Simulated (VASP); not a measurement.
Here is a VASP 6.6.1 calculation.

Contents of INCAR:

```
PREC = Accurate
ENCUT = 520
EDIFF = 1E-6
ISMEAR = 0
SIGMA = 0.1
LREAL = F
LASPH = T
NELM = 100
ALGO = Normal
ISIF = 2
LWAVE = F
LCHARG = T
GGA = PE
LELF = T
LVHAR = T
NBANDS = 34
```

The input KPOINTS:

```
Automatic mesh
0
Gamma
  6 6 2
```

Contents of POSCAR:

```
AlB2Ru3
1.0
    3.0032016500      0.0000000000      0.0000000000
    0.0000000000      3.0032016500      0.0000000000
    0.0000000000      0.0000000000      9.5096791600
Al B Ru
1 2 3
Direct
    0.0000000000      0.0000000000      0.0000000000
    0.0000000000      0.0000000000      0.3334420000
    0.0000000000      0.0000000000      0.6665580000
    0.5000000000      0.5000000000      0.1787200000
    0.5000000000      0.5000000000      0.5000000000
    0.5000000000      0.5000000000      0.8212800000
```

Potentials or basis: VASP PAW PBE potentials, release 64 (Al, B, Ru_pv).

Run with:

```sh
$ cat potpaw_PBE.64/Al/POTCAR potpaw_PBE.64/B/POTCAR potpaw_PBE.64/Ru_pv/POTCAR > POTCAR
$ mpirun -np 1 vasp_std > vasp.out
```

**Question.** Estimate the largest force.

**Answer.** 1.957 eV/Å.

**Question.** What does it give for the pressure?

**Answer.** -38.7 GPa.

Forces in eV/Å, atoms in the order of the input:
```
Al   0.000  0.000  0.000
B    0.000  0.000 -0.377
B    0.000  0.000  0.377
Ru   0.000  0.000  1.957
Ru   0.000  0.000  0.000
Ru   0.000  0.000 -1.957
```

Caveat: forces of over 1 eV/Å act on the atoms, so gaps and moduli don't describe the material at rest.
